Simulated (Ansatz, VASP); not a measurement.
## Y: VASP beside Ansatz

```
Y
1.0
    -1.80805    1.80805    2.51512
     1.80805   -1.80805    2.51512
     1.80805    1.80805   -2.51512
Y
1
Direct
  0.50000 0.50000 0.00000
```

Alike in both runs: functional r2SCAN; k mesh 8 × 8 × 8; occupations gaussian, width 0.1 eV; no spin polarisation.

Ansatz relaxed the structure, and its values are those at the end. VASP's run is a single point on that final structure, the one shown.

|  | VASP | Ansatz |
| --- | --- | --- |
| version | VASP 6.6.1 | Ansatz 0.2.0 |
| potentials or method | VASP PAW PBE potentials, release 64 (Y_sv), cutoff 520 eV | scalar-relativistic, plane waves, PAW |
| valence electrons in the cell | 11 | 11 |

```tsv
	VASP	Ansatz	Ansatz less VASP
gap on the k mesh at the Fermi level (eV)	none	none	-
pressure (GPa)	0.1	0.1	-0.05
```

VASP's potentials were made for PBE, not for r2SCAN. A gap of «none» marks a metal or a gap that the smearing closes.
